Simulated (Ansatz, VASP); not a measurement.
## Sb in VASP and in Ansatz

```
Sb
1.0
     3.08334    0.00000    0.00000
     0.00000    3.08334    0.00000
     0.00000    0.00000    3.08334
Sb
1
Direct
  0.00000 0.00000 0.00000
```

Alike in both runs: task single point; functional LDA; k mesh 6 × 6 × 6; occupations gaussian, width 0.1 eV; no spin polarisation.

|  | VASP | Ansatz |
| --- | --- | --- |
| version | VASP 6.6.1 | Ansatz 0.2.0 |
| potentials or method | VASP PAW LDA potentials, release 64 (Sb), cutoff 500 eV | scalar-relativistic, plane waves, PAW |
| valence electrons in the cell | 5 | 15 |

|  | VASP | Ansatz | Ansatz less VASP |
| --- | --- | --- | --- |
| gap on the k mesh at the Fermi level (eV) | none | none | - |
| pressure (GPa) | -1.8 | -1.8 | -0.05 |

Ansatz warns that its potentials were made for another functional, while VASP's fit it. LDA's correlation is that of Perdew and Zunger in VASP and of Perdew and Wang (1992) in Ansatz. A gap of «none» marks a metal or a gap that the smearing closes. VASP's potentials hold 5 valence electrons a cell and Ansatz's 15, so a difference there can come from the potentials and not from the codes.

Spin-orbit coupling is off throughout.
